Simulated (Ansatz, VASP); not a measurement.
In3SbTe2 in VASP and in Ansatz

```xyz
6
Lattice="-2.2369 3.1260 6.5128 2.2369 -3.1260 6.5128 2.2369 3.1260 -6.5128" Properties=species:S:1:pos:R:3 pbc="T T T"
Te    0.0000    3.1260    4.2819
Te    2.2369    0.0000    2.2309
Sb    0.0000    3.1260    0.0000
In    0.0000    0.0000    4.4162
In    0.0000    0.0000    8.6094
In    0.0000    0.0000    0.0000
```

Alike in both runs: task single point; functional PBE; k mesh 7 × 7 × 7; occupations fermi-dirac, width 0.05 eV; no spin polarisation.

|  | VASP | Ansatz |
| --- | --- | --- |
| version | VASP 6.6.1 | Ansatz 0.2.0 |
| potentials or method | VASP PAW PBE potentials, release 64 (Te, Sb, In_d) | Ansatz PAW |
| plane-wave cutoff (eV) | 520 | 420 |
| valence electrons in the cell | 56 | 86 |

|  | VASP | Ansatz | Ansatz less VASP |
| --- | --- | --- | --- |
| gap on the k mesh at the Fermi level (eV) | none | none | - |
| pressure (GPa) | -0.3 | -0.2 | +0.02 |
| traceless stress, the component that is largest in VASP (GPa) | 0.73 | 0.73 | +0.001 |
| rms of the force components (eV/Å) | 0.035 | 0.034 | -0.0003 |

Atom by atom the forces differ by 0.000 eV/Å (rms over components). A gap of «none» marks a metal or a gap that the smearing closes. VASP's potentials hold 56 valence electrons a cell and Ansatz's 86, so a difference there can come from the potentials and not from the codes.

Neither program's run includes spin-orbit coupling.
